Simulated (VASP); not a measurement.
CaO, 2 atoms in the cell. Symmetry: Fm-3m, No. 225, cubic system. The conventional cell has a = 4.807 Å, b = 4.807 Å, c = 4.807 Å, α = 90.00°, β = 90.00°, γ = 90.00°. Within 3.2 Å of Ca (site symmetry m-3m) lie 6 O at 2.40 Å. Within 3.2 Å of O (site symmetry m-3m) lie 6 Ca at 2.40 Å. 

* Program: VASP 6.6.1
* Task: single point
* Functional: PBE-based screened hybrid with 40 % exact exchange
* Potentials or basis: VASP PAW PBE potentials, release 64 (Ca_sv, O)
* Cutoff: 520 eV
* k mesh: 5 × 5 × 5
* Occupations: fermi-dirac, width 0.05 eV
* Spin: no spin polarisation
* Dipole correction: no
* Grid for exact exchange (PRECFOCK): Normal
* Share of exact exchange: 0.4
* Further INCAR settings: ALGO = Normal; EDIFF = 1e-06; NBANDS = 15
* Screening parameter: 0.2 1/Å

Potentials or basis: VASP PAW PBE potentials, release 64 (Ca_sv, O).

Command:

```console
$ cat potpaw_PBE.64/Ca_sv/POTCAR potpaw_PBE.64/O/POTCAR > POTCAR
$ cp INCAR.step1 INCAR
$ mpirun -np 1 vasp_std > vasp.out
$ cp INCAR.step2 INCAR
$ mpirun -np 1 vasp_std > vasp.out
```

Hardware: 1 thread of AMD EPYC 7R13, on a shared host.

Problem. How long does it take, and how much memory?

Solution. Wall time 19 min on 1 thread of AMD EPYC 7R13 (shared host), peak memory 0.23 GiB. Counts: k points 10.
